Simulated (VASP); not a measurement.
# Ta6C in VASP: a series of runs

Ta6C is run at these levels: PBE; tasks: single point, relaxation of the atoms.

Everything below comes from runs of VASP 6.6.1. Logs are shortened: lines on timing, memory, paths and dates and some standing lists are left out, and cuts for length are marked.

## (1) The cell of the first run

The cell holds a slab with vacuum, 7 atoms: a = 4.694 Å, b = 4.694 Å, c = 19.988 Å, α = 90.00°, β = 90.00°, γ = 120.00°.

## (2) Single point, PBE

Input file INCAR:

```
SYSTEM = Ta6C
  PREC = Accurate
  ENCUT = 520
  EDIFF = 1E-6
  ISMEAR = 0
  SIGMA = 0.1
  LREAL = .FALSE.
  LASPH = .TRUE.
  NELM = 100
  ALGO = Normal
  ISIF = 2
  LWAVE = .FALSE.
  LCHARG = .FALSE.
  LDIPOL = .TRUE.
  IDIPOL = 3
  DIPOL = 0.5 0.5 0.337
  GGA = PE
  NBANDS = 44
```

Input file KPOINTS:

```
regular mesh
0
G
  6 6 1
  0 0 0
```

Input file POSCAR:

```
Ta6C
1.0
    4.6937283334      0.0000000000      0.0000000000
   -2.3468641667      4.0648879751      0.0000000000
    0.0000000000      0.0000000000     19.9881921067
Ta C
6 1
Direct
    0.6666666666      0.3333333333      0.2001181487
    0.3333333333      0.6666666667      0.2480516125
    0.0000000000      0.0000000000      0.2959850764
    0.6666666666      0.3333333333      0.3401842440
    0.3333333333      0.6666666667      0.3819724415
    0.0000000000      0.0000000000      0.4246603225
    0.4444444444      0.8888888889      0.4658224878
```

Potentials or basis: VASP PAW PBE potentials, release 64 (Ta_pv, C).

Started as:

```
cat potpaw_PBE.64/Ta_pv/POTCAR potpaw_PBE.64/C/POTCAR > POTCAR
mpirun -np 1 vasp_std > vasp.out
```

OUTCAR:

```text
SYSTEM = Ta6C
   PREC = Accurate
   ENCUT = 520
   EDIFF = 1E-6
   ISMEAR = 0
   LREAL = .FALSE.
   LASPH = .TRUE.
   NELM = 100
   ISIF = 2
   GGA = PE

 ion  position               nearest neighbor table
   1  0.667  0.333  0.200-   4 2.80   2 2.87   2 2.87   2 2.87   3 3.32   3 3.32   3 3.32
   2  0.333  0.667  0.248-   5 2.68   1 2.87   1 2.87   1 2.87   3 2.87   3 2.87   3 2.87   4 3.28
                             4 3.28   4 3.28
   3  0.000  0.000  0.296-   6 2.57   4 2.85   4 2.85   4 2.85   2 2.87   2 2.87   2 2.87   5 3.21
                             5 3.21   5 3.21   1 3.32   1 3.32   1 3.32
   4  0.667  0.333  0.340-   1 2.80   5 2.84   5 2.84   5 2.84   3 2.85   3 2.85   3 2.85   6 3.19
                             6 3.19   6 3.19   2 3.28   2 3.28   2 3.28
   5  0.333  0.667  0.382-   7 1.90   2 2.68   4 2.84   4 2.84   4 2.84   6 2.84   6 2.84   6 2.84
                             3 3.21   3 3.21   3 3.21
   6  0.000  0.000  0.425-   7 2.53   7 2.53   3 2.57   5 2.84   5 2.84   5 2.84   4 3.19   4 3.19
                             4 3.19
   7  0.444  0.889  0.466-   5 1.90   6 2.53   6 2.53

  LATTYP: Found a hexagonal cell.
 ALAT       =     4.6937283334
 C/A-ratio  =     4.2584893473

  Lattice vectors:

 A1 = (   4.6937283334,   0.0000000000,   0.0000000000)
 A2 = (  -2.3468641667,   4.0648879751,   0.0000000000)
 A3 = (   0.0000000000,   0.0000000000,  19.9881921067)

Analysis of symmetry for initial positions (statically):
=====================================================================
 Subroutine PRICEL returns:
 Original cell was already a primitive cell.

 Routine SETGRP: Setting up the symmetry group for a
 hexagonal supercell.

 Subroutine GETGRP returns: Found  2 space group operations
 (whereof  2 operations were pure point group operations)
 out of a pool of 24 trial point group operations.

The static configuration has the point symmetry C_1h.

Analysis of symmetry for dynamics (positions and initial velocities):
=====================================================================
 Subroutine PRICEL returns:
 Original cell was already a primitive cell.

 Routine SETGRP: Setting up the symmetry group for a
 hexagonal supercell.

 Subroutine GETGRP returns: Found  2 space group operations
 (whereof  2 operations were pure point group operations)
 out of a pool of 24 trial point group operations.

The dynamic configuration has the point symmetry C_1h.

 Subroutine INISYM returns: Found  2 space group operations
 (whereof  2 operations are pure point group operations),
 and found     1 'primitive' translations

----------------------------------------------------------------------------------------

                                     Primitive cell

  volume of cell :     381.3643

  direct lattice vectors                    reciprocal lattice vectors
     4.693728333  0.000000000  0.000000000     0.213050251  0.123004620  0.000000000
    -2.346864167  4.064887975  0.000000000     0.000000000  0.246009240  0.000000000
     0.000000000  0.000000000 19.988192107     0.000000000  0.000000000  0.050029537

  length of vectors
     4.693728333  4.693728333 19.988192107     0.246009240  0.246009240  0.050029537

  position of ions in fractional coordinates (direct lattice)
     0.666666667  0.333333333  0.200118149
     0.333333333  0.666666667  0.248051612
     0.000000000  0.000000000  0.295985076
     0.666666667  0.333333333  0.340184244
     0.333333333  0.666666667  0.381972441
     0.000000000  0.000000000  0.424660323
     0.444444444  0.888888889  0.465822488

  ion indices of the primitive-cell ions
   primitive index   ion index
                 1           1
                 2           2
                 3           3
                 4           4
                 5           5
                 6           6
                 7           7

----------------------------------------------------------------------------------------

 KPOINTS: regular mesh

Automatic generation of k-mesh.
 Grid dimensions read from file:
 generate k-points for:    6    6    1

 Generating k-lattice:

  Cartesian coordinates                     Fractional coordinates (reciprocal lattice)
     0.035508375  0.020500770  0.000000000     0.166666667  0.000000000  0.000000000
     0.000000000  0.041001540  0.000000000     0.000000000  0.166666667  0.000000000
     0.000000000  0.000000000  0.050029537     0.000000000  0.000000000  1.000000000

  Length of vectors
     0.041001540  0.041001540  0.050029537

  Shift w.r.t. Gamma in fractional coordinates (k-lattice)
     0.000000000  0.000000000  0.000000000

 Subroutine IBZKPT returns following result:
 ===========================================

 Found     13 irreducible k-points:

 Following reciprocal coordinates:
            Coordinates               Weight
  0.000000  0.000000  0.000000      1.000000
  0.166667 -0.000000  0.000000      4.000000
  0.000000  0.166667  0.000000      2.000000
  0.333333 -0.000000  0.000000      4.000000
  0.000000  0.333333  0.000000      2.000000
  0.500000  0.000000  0.000000      2.000000
  0.000000  0.500000  0.000000      1.000000
  0.166667  0.166667  0.000000      4.000000
 -0.333333  0.166667  0.000000      2.000000
  0.333333  0.166667  0.000000      4.000000
 -0.166667  0.500000  0.000000      4.000000
  0.500000  0.333333  0.000000      4.000000
  0.333333  0.333333  0.000000      2.000000
   k-points           NKPTS =     13   k-points in BZ     NKDIM =     13   number of bands    NBANDS=     44
   number of dos      NEDOS =    301   number of ions     NIONS =      7
   total plane-waves  NPLWV = 194400
   dimension x,y,z NGX =    36 NGY =   36 NGZ =  150
   dimension x,y,z NGXF=    72 NGYF=   72 NGZF=  300
   ions per type =               6   1
   NGX,Y,Z   is equivalent  to a cutoff of  12.75, 12.75, 12.48 a.u.
   NGXF,Y,Z  is equivalent  to a cutoff of  25.50, 25.50, 24.95 a.u.
 SYSTEM =  Ta6C
   PREC   = accura    normal or accurate (medium, high low for compatibility)
   ISTART =      0    job   : 0-new  1-cont  2-samecut
   ICHARG =      2    charge: 1-file 2-atom 10-const
   ISPIN  =      1    spin polarized calculation?
   LNONCOLLINEAR =      F non collinear calculations
   LSORBIT =      F    spin-orbit coupling
   LASPH  =      T    aspherical Exc in radial PAW
   ENCUT  =  520.0 eV  38.22 Ry    6.18 a.u.   8.73  8.73 37.16*2*pi/ulx,y,z
   NELM   =    100;   NELMIN=  2; NELMDL= -5     # of ELM steps
   EDIFF  = 0.1E-05   stopping-criterion for ELM
   LREAL  =      F    real-space projection
   EDIFFG = 0.1E-04   stopping-criterion for IOM
   NSW    =      0    number of steps for IOM
   IBRION =     -1    ionic relax: 0-MD 1-quasi-New 2-CG
   NFREE  =      0    steps in history (QN), initial steepest desc. (CG)
   ISIF   =      2    stress and relaxation
   ISYM   =      2    0-nonsym 1-usesym 2-fastsym
   POTIM  = 0.5000    time-step for ionic-motion
   TEBEG  =    0.0;   TEEND  =   0.0 temperature during run
   PSTRESS=    0.0 pullay stress
   NELECT =      70.0000    total number of electrons
   NUPDOWN=      -1.0000    fix difference up-down
   EMIN   =  10.00;   EMAX   =-10.00  energy-range for DOS
   EFERMI =   0.00;   METHOD = LEGACY
   ISMEAR =     0;   SIGMA  =   0.10  broadening in eV -4-tet -1-fermi 0-gaus
   EFERMI_NEDOS =   21; number of points for ismear=-14 and -15
   IALGO  =     38    algorithm
   IMIX   =      4    mixing-type and parameters
     AMIX     =   0.40;   BMIX     =  1.00
     AMIX_MAG =   1.60;   BMIX_MAG =  1.00
  volume/ion in A,a.u.               =      54.48       367.65
  Fermi-wavevector in a.u.,A,eV,Ry     =   0.930381  1.758165 11.777323  0.865609
  Thomas-Fermi vector in A             =   2.056763
   LORBIT       =      0    0 simple, 1 ext, 2 COOP (PROOUT), +10 PAW based schemes
   GGA     = PE    functional components
   LHFCALC =     F    Hartree Fock is set to
   AEXX    =    0.0000 exact exchange contribution
   IVDW    =     0    specifies the selected vdW correction
   LEPSILON=     F    determine dielectric tensor
   LRPA    =     F    only Hartree local field effects (RPA)
 non-spin polarized calculation
 Gauss-broadening in eV      SIGMA  =   0.10
  energy-cutoff  :      520.00
  volume of cell :      381.36
 maximum number of plane-waves:     10285
   NGX = 17   NGY = 17   NGZ = 75

 dipolmoment           0.000000      0.000000     -0.672868 electrons x Angstroem

 number of electron      69.9999990 magnetization

 dipolmoment           0.000000      0.000000      0.194731 electrons x Angstroem

 Free energy of the ion-electron system (eV)
  ---------------------------------------------------
  ext. energy  EPLUGINS =         0.00000000
  ---------------------------------------------------
  free energy    TOTEN  =       -71.81044900 eV

  energy without entropy =      -71.78240418  energy(sigma->0) =      -71.79642659

 E-fermi :  -1.2379     XC(G=0):  -4.8809

 val. band max:       -1.2748985362   @ k =   0.5000   0.0000   0.0000
 cond. band min:      -1.2330753099   @ k =   0.1667   0.1667   0.0000
 fundamental gap:      0.0418232264
 Fermi energy:        -1.2378952215

 k-point     1 :       0.0000    0.0000    0.0000
  band No.  band energies     occupation
      1     -36.0965      2.00000
      2     -35.9800      2.00000
      3     -35.8027      2.00000
      4     -35.7688      2.00000
      5     -35.7536      2.00000
      6     -35.7390      2.00000
[... 36 lines left out ...]
     43       1.3381      0.00000
     44       1.4590      0.00000

 k-point     2 :       0.1667   -0.0000    0.0000
  band No.  band energies     occupation
      1     -36.1050      2.00000
      2     -35.9885      2.00000
      3     -35.8294      2.00000
      4     -35.8014      2.00000
      5     -35.7504      2.00000
      6     -35.7443      2.00000
[... 36 lines left out ...]
     43       1.1116      0.00000
     44       1.6169      0.00000

 k-point     3 :       0.0000    0.1667    0.0000
  band No.  band energies     occupation
      1     -36.1051      2.00000
      2     -35.9882      2.00000
      3     -35.8372      2.00000
      4     -35.7864      2.00000
      5     -35.7626      2.00000
      6     -35.7343      2.00000
[... 36 lines left out ...]
     43       0.9927      0.00000
     44       1.7975      0.00000

 k-point     4 :       0.3333   -0.0000    0.0000
  band No.  band energies     occupation
      1     -36.1241      2.00000
      2     -36.0074      2.00000
      3     -35.8863      2.00000
      4     -35.7989      2.00000
      5     -35.7624      2.00000
      6     -35.7441      2.00000
[... 365 lines left out ...]
     43       0.7808      0.00000
     44       1.4043      0.00000

 k-point    12 :       0.5000    0.3333    0.0000
  band No.  band energies     occupation
      1     -36.1340      2.00000
      2     -36.0221      2.00000
      3     -35.8719      2.00000
      4     -35.8000      2.00000
      5     -35.7710      2.00000
      6     -35.7297      2.00000
[... 36 lines left out ...]
     43       0.7395      0.00000
     44       1.1485      0.00000

 k-point    13 :       0.3333    0.3333    0.0000
  band No.  band energies     occupation
      1     -36.1386      2.00000
      2     -36.0322      2.00000
      3     -35.8382      2.00000
      4     -35.7910      2.00000
      5     -35.7733      2.00000
      6     -35.7226      2.00000
[... 36 lines left out ...]
     43       0.7630      0.00000
     44       0.9648      0.00000

------------------------ aborting loop because EDIFF is reached ----------------------------------------

 vacuum level on the upper side and lower side of the slab       (xc-potential included)         0.892        -0.905

  FORCE on cell =-STRESS in cart. coord.  units (eV):
  Direction    XX          YY          ZZ          XY          YZ          ZX
  --------------------------------------------------------------------------------------
  -------------------------------------------------------------------------------------
  Total       -6.2262657     -1.2216127      1.3343092      0.0000000      3.3527750      0.0000000
  in kB      -26.1576175     -5.1322058      5.6056636      0.0000000     14.0855869      0.0000000
  external PRESSURE =      -8.5613866 kB  Pullay stress =       0.0000000 kB

 VOLUME and BASIS-vectors are now :
 -----------------------------------------------------------------------------
  energy-cutoff  :      520.00
  volume of cell :      381.36
      direct lattice vectors                 reciprocal lattice vectors
     4.693728333  0.000000000  0.000000000     0.213050251  0.123004620  0.000000000
    -2.346864167  4.064887975  0.000000000     0.000000000  0.246009240  0.000000000
     0.000000000  0.000000000 19.988192107     0.000000000  0.000000000  0.050029537

 POSITION                                       TOTAL-FORCE (eV/Angst)
 -----------------------------------------------------------------------------------
      2.34686      1.35496      4.00000        -0.000000     -0.302398      1.538748
     -0.00000      2.70993      4.95810         0.000000     -0.076832     -0.392087
      0.00000      0.00000      5.91621        -0.000000      0.272363     -2.078899
      2.34686      1.35496      6.79967        -0.000000     -0.055970     -0.156339
     -0.00000      2.70993      7.63494        -0.000000     -1.067216     -1.420183
      0.00000      0.00000      8.48819        -0.000000     -0.495458      2.427545
     -0.00000      3.61323      9.31095         0.000000      1.725510      0.081214
 -----------------------------------------------------------------------------------
    total drift:                                0.000000      0.000019      0.000203

  FREE ENERGIE OF THE ION-ELECTRON SYSTEM (eV)
  ---------------------------------------------------
  free  energy   TOTEN  =       -71.8104489979 eV

  energy  without entropy=      -71.7824041803  energy(sigma->0) =      -71.79642659

 vacuum level on the upper side and lower side of the slab         4.081         2.153
```

It took 8.7 min on 1 thread of AMD EPYC 7R13 (Zen 3), shared host; peak memory 0.51 GiB.

Results:

| Property | Result |
| --- | --- |
| Free energy | -71.8104 eV |
| Largest force | 2.478 eV/Å |
| Band gap on the k mesh | zero (bands 35 and 36 overlap by 0.23 eV) |

Forces on the atoms (eV/Å):
```
Ta   0.000 -0.302  1.539
Ta   0.000 -0.077 -0.392
Ta   0.000  0.272 -2.079
Ta   0.000 -0.056 -0.156
Ta   0.000 -1.067 -1.420
Ta   0.000 -0.495  2.428
C    0.000  1.726  0.081
```

Levels at points of the mesh, in eV from the Fermi level:
```csv
k point,band 33,band 34,band 35,band 36,band 37,band 38
"(0.00, 0.00, 0.00)",-0.77,-0.53,-0.33,0.05,0.14,0.35
"(0.50, 0.00, 0.00)",-0.65,-0.36,-0.25,-0.04,0.38,0.67
"(0.00, 0.50, 0.00)",-0.63,-0.61,0.01,0.07,0.31,0.85
```

Caveat: spin-orbit coupling is left out, which moves the levels of the heavy elements.

## (3) Single point, PBE

Input file INCAR:

```
SYSTEM = Ta6C
PREC = Accurate ; ENCUT = 520
EDIFF = 1E-6 ; ISMEAR = 0
SIGMA = 0.1 ; LREAL = .FALSE.
LASPH = .TRUE. ; NELM = 60
ALGO = Normal ; ISIF = 2
LWAVE = .FALSE. ; LCHARG = .FALSE.
LDIPOL = .TRUE. ; IDIPOL = 3
DIPOL = 0.5 0.5 0.333 ; GGA = PE
NBANDS = 44
```

Input file KPOINTS:

```
Automatic mesh
0
G
  6 6 1
  0 0 0
```

Input file POSCAR:

```
Ta6C
1.0
    4.6937283334      0.0000000000      0.0000000000
   -2.3468641667      4.0648879751      0.0000000000
    0.0000000000      0.0000000000     19.9881921067
Ta C
6 1
Direct
    0.6666666667      0.3333333333      0.2001181487
    0.3333333333      0.6666666666      0.2480516125
    0.0000000000      0.0000000000      0.2959850764
    0.6666666667      0.3333333333      0.3401842440
    0.3333333333      0.6666666666      0.3819724415
    0.0000000000      0.0000000000      0.4246603225
    0.8888888889      0.4444444444      0.4371000785
```

Potentials or basis: VASP PAW PBE potentials, release 64 (Ta_pv, C).

Started as:

```
cat potpaw_PBE.64/Ta_pv/POTCAR potpaw_PBE.64/C/POTCAR > POTCAR
mpirun -np 1 vasp_std > vasp.out
```

Run time: 8.9 min. Hardware: 1 thread of AMD EPYC 7R13 (Zen 3), shared host; peak memory 0.51 GiB.

It converged, with:

```
Free energy            : -72.8372 eV
Largest force          : 2.541 eV/Å
Band gap on the k mesh : zero (bands 35 and 36 overlap by 0.11 eV)
```

Forces in eV/Å, atoms in the order of the input:
```
Ta   0.225  0.130  1.366
Ta  -0.097 -0.056 -0.628
Ta  -0.421 -0.243 -2.494
Ta   0.031  0.018  0.150
Ta   0.871  0.503  0.129
Ta  -1.349 -0.779  1.436
C    0.741  0.428  0.041
```

Levels at points of the mesh, in eV from the Fermi level:
```tsv
k point	band 32	band 33	band 34	band 35	band 36	band 37	band 38	band 39
(0.00, 0.00, 0.00)	-0.72	-0.45	-0.41	-0.11	-0.01	0.16	0.61	0.66
(0.50, 0.00, 0.00)	-0.89	-0.73	-0.67	-0.15	0.23	0.43	0.79	1.15
(0.00, 0.50, 0.00)	-1.01	-0.51	-0.46	-0.17	-0.05	0.59	1.05	1.23
```

Caveat: spin-orbit coupling is left out, which moves the levels of the heavy elements.

(Continued in part 2 of 2.)
